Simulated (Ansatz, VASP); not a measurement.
## SnTe in VASP and in Ansatz

INCAR

```
SYSTEM = SnTe
PREC     = Accurate       ! precision mode
ENCUT    = 600            ! plane-wave cutoff, eV
EDIFF    = 1E-6           ! SCF threshold, eV
ISMEAR   = 0              ! smearing method
SIGMA    = 0.1            ! smearing width, eV
LREAL    = .False.        ! projectors in reciprocal space
LASPH    = .True.         ! aspherical terms in the spheres
NELM     = 100            ! most SCF steps
ALGO     = Normal         ! electronic algorithm
ISIF     = 3              ! what is computed and relaxed
LWAVE    = .False.        ! write WAVECAR
LCHARG   = .False.        ! write CHGCAR
GGA      = PE             ! functional
IBRION   = 2              ! ionic algorithm
NSW      = 100            ! ionic steps
EDIFFG   = -0.01          ! ionic threshold
```

File KPOINTS:

```
regular mesh
0
Gamma
  12 12 6
  0 0 0
```

POSCAR

```
SnTe
1.0
    4.4082640362      0.0000000000      0.0000000000
   -2.2041320181      3.8176686419      0.0000000000
    0.0000000000      0.0000000000      8.2306448852
Sn Te
2 2
Direct
    0.0000000000      0.0000000000      0.9784335296
    0.0000000000      0.0000000000      0.4784335296
    0.3333333333      0.6666666667      0.7715043235
    0.6666666667      0.3333333333      0.2715043235
```

Input for Ansatz:

```yaml
crystal:
  lattice:
    - [4.4082640362, 0.0, 0.0]
    - [-2.2041320181, 3.8176686419, 0.0]
    - [0.0, 0.0, 8.2306448852]
  atoms:
    - { symbol: Sn, position: [0.0, 0.0, 0.9784335296] }
    - { symbol: Sn, position: [0.0, 0.0, 0.4784335296] }
    - { symbol: Te, position: [0.3333333333, 0.6666666667, 0.7715043235] }
    - { symbol: Te, position: [0.6666666667, 0.3333333333, 0.2715043235] }
basis:
  ecutwfc: 420
kpoints:
  mp_grid: { grid: [12, 12, 6] }
hamiltonian:
  xc: pbe
scf:
  occupations: { method: gaussian, width: 0.1 }
output:
  forces: true
  stress: true
  eigenvalues: true
relax:
  adjacent_minimum: "off"
  f_tol: 0.01
  max_steps: 80
  cell: { stress_tol: 0.05 }
```

Change from the starting cell: the structure that the rattled cell fell into.

Alike in both runs: task relaxation of cell and atoms; functional PBE; k mesh 12 × 12 × 6; occupations gaussian, width 0.1 eV; no spin polarisation.

|  | VASP | Ansatz |
| --- | --- | --- |
| version | VASP 6.6.1 | Ansatz 0.2.0 |
| potentials or method | VASP PAW PBE potentials, release 64 (Sn_d, Te), cutoff 600 eV | scalar-relativistic, plane waves, PAW |
| valence electrons in the cell | 40 | 60 |

VASP gave:

```
gap on the k mesh at the Fermi level, each at its own relaxed structure (eV) : none
relaxed volume (Å³/atom)                                                     : 34.74
relaxed length of the cell vector where the two differ most in proportion (Å)              : 8.245
```

Question: What did Ansatz give for the same quantities?

Answer: gap on the k mesh at the Fermi level, each at its own relaxed structure (eV): none; relaxed volume (Å³/atom): 34.98; relaxed length of the cell vector where the two differ most in proportion (Å): 8.350.

A gap of «none» marks a metal or a gap that the smearing closes. VASP's potentials hold 40 valence electrons a cell and Ansatz's 60, so a difference there can come from the potentials and not from the codes.

Spin-orbit coupling is off throughout.
